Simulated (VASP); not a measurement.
# NbP (C2) in VASP: single point with PBE

Aim: the single point of NbP with PBE.

Everything below comes from runs of VASP 6.6.1. Logs are shortened: lines on timing, memory, paths and dates and some standing lists are left out, and cuts for length are marked.

## (1) The cell of the first run

The structure is monoclinic, space group C2 (No. 5). The conventional cell has a = 4.771 Å, b = 4.497 Å, c = 6.538 Å, α = 90.00°, β = 110.61°, γ = 90.00°. Within 2.8 Å of Nb (site symmetry 2) lie 4 P at 2.14 to 2.39 Å. Within 2.8 Å of Nb (site symmetry 2) lie 4 P at 2.13 to 2.39 Å. P (site symmetry 2) has 4 Nb at 2.14 to 2.39 Å within 2.8 Å. Within 2.8 Å of P (site symmetry 2) lie 4 Nb at 2.13 to 2.39 Å.

## (2) Single point, PBE (strained and its atoms moved)

INCAR reads:

```
  PREC = Accurate
  ENCUT = 520
  EDIFF = 1E-7
  ISMEAR = 0
  SIGMA = 0.1
  LREAL = F
  LASPH = T
  NELM = 60
  ALGO = Normal
  ISIF = 2
  LWAVE = F
  LCHARG = F
  GGA = PE
  NBANDS = 26
```

KPOINTS reads:

```
Automatic mesh
0
Gamma
  16 16 16
```

POSCAR reads:

```
NbP
1.0
   -1.6577797250      1.6577797250      6.1028887500
    1.7159315250     -1.7159315250      6.1368702500
    1.5610222250      1.6191740250     -6.1198795000
Nb P
2 2
Direct
   -0.0125587863     -0.0125587863     -0.0251175726
    0.7370415582      0.2370415582      0.4740831164
    0.5126113084      0.5126113084      0.0252226167
    0.2629059197      0.7629059197      0.5258118395
```

Potentials or basis: VASP PAW PBE potentials, release 64 (Nb_sv, P).

Command:

```sh
$ cat potpaw_PBE.64/Nb_sv/POTCAR potpaw_PBE.64/P/POTCAR > POTCAR
$ mpirun -np 1 vasp_std > vasp.out
```

OUTCAR:

```text
PREC = Accurate
   ENCUT = 520
   EDIFF = 1E-7
   ISMEAR = 0
   LREAL = F
   LASPH = T
   NELM = 60
   ISIF = 2
   GGA = PE

 ion  position               nearest neighbor table
   1  0.987  0.987  0.975-   3 2.14   3 2.36   3 2.39   3 2.39
   2  0.737  0.237  0.474-   4 2.13   4 2.37   4 2.39   4 2.39
   3  0.513  0.513  0.025-   1 2.14   1 2.36   1 2.39   1 2.39
   4  0.263  0.763  0.526-   2 2.13   2 2.37   2 2.39   2 2.39

  LATTYP: Found a base centered monoclinic cell.
 ALAT       =     4.7712692168
 B/A-ratio  =     0.9426164116
 C/A-ratio  =     1.3702255673
 COS(beta)  =    -0.3519470710

  Lattice vectors:

 A1 = (  -3.2769537500,   0.0967575000,  -0.0169907500)
 A2 = (  -0.0967575000,   3.2769537500,  -0.0169907500)
 A3 = (   1.6577797250,  -1.6577797250,  -6.1028887500)

Analysis of symmetry for initial positions (statically):
=====================================================================
 Subroutine PRICEL returns:
 Original cell was already a primitive cell.

 Routine SETGRP: Setting up the symmetry group for a
 base centered monoclinic supercell.

 Subroutine GETGRP returns: Found  2 space group operations
 (whereof  2 operations were pure point group operations)
 out of a pool of  4 trial point group operations.

The static configuration has the point symmetry C_2 .

Analysis of symmetry for dynamics (positions and initial velocities):
=====================================================================
 Subroutine PRICEL returns:
 Original cell was already a primitive cell.

 Routine SETGRP: Setting up the symmetry group for a
 base centered monoclinic supercell.

 Subroutine GETGRP returns: Found  2 space group operations
 (whereof  2 operations were pure point group operations)
 out of a pool of  4 trial point group operations.

The dynamic configuration has the point symmetry C_2 .

 Subroutine INISYM returns: Found  2 space group operations
 (whereof  2 operations are pure point group operations),
 and found     1 'primitive' translations

----------------------------------------------------------------------------------------

                                     Primitive cell

  volume of cell :      65.6574

  direct lattice vectors                    reciprocal lattice vectors
    -1.657779725  1.657779725  6.102888750     0.008599685  0.305846318  0.083113191
     1.715931525 -1.715931525  6.136870250     0.305023351  0.009422652  0.080296539
     1.561022225  1.619174025 -6.119879500     0.314446003  0.314446003  0.000000000

  length of vectors
     6.537715069  6.599243780  6.520079754     0.317054770  0.315555962  0.444693802

  position of ions in fractional coordinates (direct lattice)
     0.987441214  0.987441214  0.974882427
     0.737041558  0.237041558  0.474083116
     0.512611308  0.512611308  0.025222617
     0.262905920  0.762905920  0.525811840

  ion indices of the primitive-cell ions
   primitive index   ion index
                 1           1
                 2           2
                 3           3
                 4           4

----------------------------------------------------------------------------------------

 KPOINTS: Automatic mesh

Automatic generation of k-mesh.
 Grid dimensions read from file:
 generate k-points for:   16   16   16

 Generating k-lattice:

  Cartesian coordinates                     Fractional coordinates (reciprocal lattice)
     0.000537480  0.019115395  0.005194574     0.062500000  0.000000000 -0.000000000
     0.019063959  0.000588916  0.005018534     0.000000000  0.062500000 -0.000000000
     0.019652875  0.019652875  0.000000000     0.000000000  0.000000000  0.062500000

  Length of vectors
     0.019815923  0.019722248  0.027793363

  Shift w.r.t. Gamma in fractional coordinates (k-lattice)
     0.000000000  0.000000000  0.000000000

 Subroutine IBZKPT returns following result:
 ===========================================

 Found   1098 irreducible k-points:

 Following reciprocal coordinates:
            Coordinates               Weight
  0.000000  0.000000  0.000000      1.000000
  0.062500  0.000000  0.000000      4.000000
  0.125000  0.000000  0.000000      4.000000
  0.187500  0.000000  0.000000      4.000000
  0.250000  0.000000  0.000000      4.000000
  0.312500  0.000000  0.000000      4.000000
[... 16 lines left out ...]
 -0.187500  0.062500 -0.000000      4.000000
 -0.125000  0.062500 -0.000000      4.000000
 [... further k-points ...]
   k-points           NKPTS =   1098   k-points in BZ     NKDIM =   1098   number of bands    NBANDS=     26
   number of dos      NEDOS =    301   number of ions     NIONS =      4
   total plane-waves  NPLWV = 120000
   dimension x,y,z NGX =    50 NGY =   50 NGZ =   48
   dimension x,y,z NGXF=   100 NGYF=  100 NGZF=   96
   ions per type =               2   2
   NGX,Y,Z   is equivalent  to a cutoff of  12.71, 12.60, 12.24 a.u.
   NGXF,Y,Z  is equivalent  to a cutoff of  25.43, 25.19, 24.48 a.u.
 SYSTEM =  unknown system
   PREC   = accura    normal or accurate (medium, high low for compatibility)
   ISTART =      0    job   : 0-new  1-cont  2-samecut
   ICHARG =      2    charge: 1-file 2-atom 10-const
   ISPIN  =      1    spin polarized calculation?
   LNONCOLLINEAR =      F non collinear calculations
   LSORBIT =      F    spin-orbit coupling
   LASPH  =      T    aspherical Exc in radial PAW
   ENCUT  =  520.0 eV  38.22 Ry    6.18 a.u.  12.16 12.27 12.12*2*pi/ulx,y,z
   NELM   =     60;   NELMIN=  2; NELMDL= -5     # of ELM steps
   EDIFF  = 0.1E-06   stopping-criterion for ELM
   LREAL  =      F    real-space projection
   EDIFFG = 0.1E-05   stopping-criterion for IOM
   NSW    =      0    number of steps for IOM
   IBRION =     -1    ionic relax: 0-MD 1-quasi-New 2-CG
   NFREE  =      0    steps in history (QN), initial steepest desc. (CG)
   ISIF   =      2    stress and relaxation
   ISYM   =      2    0-nonsym 1-usesym 2-fastsym
   POTIM  = 0.5000    time-step for ionic-motion
   TEBEG  =    0.0;   TEEND  =   0.0 temperature during run
   PSTRESS=    0.0 pullay stress
   NELECT =      36.0000    total number of electrons
   NUPDOWN=      -1.0000    fix difference up-down
   EMIN   =  10.00;   EMAX   =-10.00  energy-range for DOS
   EFERMI =   0.00;   METHOD = LEGACY
   ISMEAR =     0;   SIGMA  =   0.10  broadening in eV -4-tet -1-fermi 0-gaus
   EFERMI_NEDOS =   21; number of points for ismear=-14 and -15
   IALGO  =     38    algorithm
   IMIX   =      4    mixing-type and parameters
     AMIX     =   0.40;   BMIX     =  1.00
     AMIX_MAG =   1.60;   BMIX_MAG =  1.00
  volume/ion in A,a.u.               =      16.41       110.77
  Fermi-wavevector in a.u.,A,eV,Ry     =   1.339927  2.532094 24.427947  1.795403
  Thomas-Fermi vector in A             =   2.468280
   LORBIT       =      0    0 simple, 1 ext, 2 COOP (PROOUT), +10 PAW based schemes
   GGA     = PE    functional components
   LHFCALC =     F    Hartree Fock is set to
   AEXX    =    0.0000 exact exchange contribution
   IVDW    =     0    specifies the selected vdW correction
   LEPSILON=     F    determine dielectric tensor
   LRPA    =     F    only Hartree local field effects (RPA)
 non-spin polarized calculation
 Gauss-broadening in eV      SIGMA  =   0.10
  energy-cutoff  :      520.00
  volume of cell :       65.66
 maximum number of plane-waves:      1789
 NGX is ok and might be reduce to    50
   NGX = 25   NGY = 25   NGZ = 25

 number of electron      36.0000000 magnetization

 Free energy of the ion-electron system (eV)
  ---------------------------------------------------
  ext. energy  EPLUGINS =         0.00000000
  ---------------------------------------------------
  free energy    TOTEN  =       -30.56621606 eV

  energy without entropy =      -30.55327206  energy(sigma->0) =      -30.55974406

 E-fermi :  10.6817     XC(G=0): -11.7608

 val. band max:       10.6808798387   @ k =   0.3750  -0.3125   0.3750
 cond. band min:      10.6825249189   @ k =   0.4375  -0.2500   0.1250
 fundamental gap:      0.0016450802
 Fermi energy:        10.6817125461

 k-point     1 :       0.0000    0.0000    0.0000
  band No.  band energies     occupation
      1     -44.4676      2.00000
      2     -44.4481      2.00000
      3     -20.7306      2.00000
      4     -20.7224      2.00000
      5     -20.5767      2.00000
      6     -20.5704      2.00000
[... 18 lines left out ...]
     25      12.1719      0.00000
     26      13.7662      0.00000

 k-point     2 :       0.0625    0.0000    0.0000
  band No.  band energies     occupation
      1     -44.4664      2.00000
      2     -44.4472      2.00000
      3     -20.7380      2.00000
      4     -20.7303      2.00000
      5     -20.5833      2.00000
      6     -20.5760      2.00000
[... 18 lines left out ...]
     25      12.3406      0.00000
     26      13.8790      0.00000

 k-point     3 :       0.1250    0.0000    0.0000
  band No.  band energies     occupation
      1     -44.4630      2.00000
      2     -44.4447      2.00000
      3     -20.7636      2.00000
      4     -20.7572      2.00000
      5     -20.5974      2.00000
      6     -20.5882      2.00000
[... 18 lines left out ...]
     25      13.1055      0.00000
     26      14.1091      0.00000

 k-point     4 :       0.1875    0.0000    0.0000
  band No.  band energies     occupation
      1     -44.4579      2.00000
      2     -44.4410      2.00000
      3     -20.8129      2.00000
      4     -20.8060      2.00000
      5     -20.6086      2.00000
      6     -20.5964      2.00000
[... 18 lines left out ...]
     25      14.2374      0.00000
     26      14.3751      0.00000
[... 496 lines left out ...]
      1     -44.4511      2.00000
      2     -44.4356      2.00000
      3     -20.8733      2.00000
      4     -20.8654      2.00000
      5     -20.6258      2.00000
      6     -20.6125      2.00000
[... 18 lines left out ...]
     25      15.3765      0.00000
     26      15.5908      0.00000

 k-point    23 :      -0.1875    0.0625   -0.0000
  band No.  band energies     occupation
      1     -44.4571      2.00000
      2     -44.4400      2.00000
      3     -20.8077      2.00000
      4     -20.8022      2.00000
      5     -20.6211      2.00000
      6     -20.6110      2.00000
[... 18 lines left out ...]
     25      14.3027      0.00000
     26      14.4086      0.00000

 k-point    24 :      -0.1250    0.0625   -0.0000
  band No.  band energies     occupation
      1     -44.4621      2.00000
      2     -44.4437      2.00000
      3     -20.7628      2.00000
      4     -20.7561      2.00000
      5     -20.6082      2.00000
      6     -20.6000      2.00000
[... 18 lines left out ...]
     25      13.2314      0.00000
     26      14.1069      0.00000

 [... further k-points ...]

------------------------ aborting loop because EDIFF is reached ----------------------------------------

  FORCE on cell =-STRESS in cart. coord.  units (eV):
  Direction    XX          YY          ZZ          XY          YZ          ZX
  --------------------------------------------------------------------------------------
  -------------------------------------------------------------------------------------
  Total       19.7038521     19.7038521     -6.2927014     10.3678470      0.0074998     -0.0074998
  in kB      480.8147742    480.8147742   -153.5549392    252.9969257      0.1830099     -0.1830116
  external PRESSURE =     269.3582031 kB  Pullay stress =       0.0000000 kB

 VOLUME and BASIS-vectors are now :
 -----------------------------------------------------------------------------
  energy-cutoff  :      520.00
  volume of cell :       65.66
      direct lattice vectors                 reciprocal lattice vectors
    -1.657779725  1.657779725  6.102888750     0.008599685  0.305846318  0.083113191
     1.715931525 -1.715931525  6.136870250     0.305023351  0.009422652  0.080296539
     1.561022225  1.619174025 -6.119879500     0.314446003  0.314446003  0.000000000

 POSITION                                       TOTAL-FORCE (eV/Angst)
 -----------------------------------------------------------------------------------
      1.57923      1.52108      6.11988         2.437088      2.437088      0.000000
     -0.07505      1.58273      3.05144         2.473714      2.473714      0.000000
      0.06918      0.01103      6.11988        -2.449543     -2.449543      0.000000
      1.69406     -0.02187      3.06844        -2.461258     -2.461258     -0.000000
 -----------------------------------------------------------------------------------
    total drift:                                0.000081      0.000081      0.000011

  FREE ENERGIE OF THE ION-ELECTRON SYSTEM (eV)
  ---------------------------------------------------
  free  energy   TOTEN  =       -30.5662160583 eV

  energy  without entropy=      -30.5532720631  energy(sigma->0) =      -30.55974406
```

Wall time 65 min (1 thread of Intel Xeon 6975P-C (Granite Rapids), shared host); peak memory 1.6 GiB.

What came out:

| Item | Value |
| --- | --- |
| Free energy | -30.5662 eV |
| Pressure | 26.9 GPa |
| Largest force | 3.498 eV/Å |
| Band gap on the k mesh | zero (bands 18 and 19 overlap by 1.30 eV) |

Forces in eV/Å, atoms in the order of the input:
```
Nb   2.437  2.437  0.000
Nb   2.474  2.474  0.000
P   -2.450 -2.450  0.000
P   -2.461 -2.461  0.000
```

Stress tensor (GPa, compression positive):
```
 48.08  25.30  -0.02
 25.30  48.08   0.02
 -0.02   0.02 -15.36
```

Caveat: the cell differs from its parent crystal (strained and its atoms moved); the cell stands under pressure; forces of over 1 eV/Å act on the atoms, so gaps and moduli don't describe the material at rest.
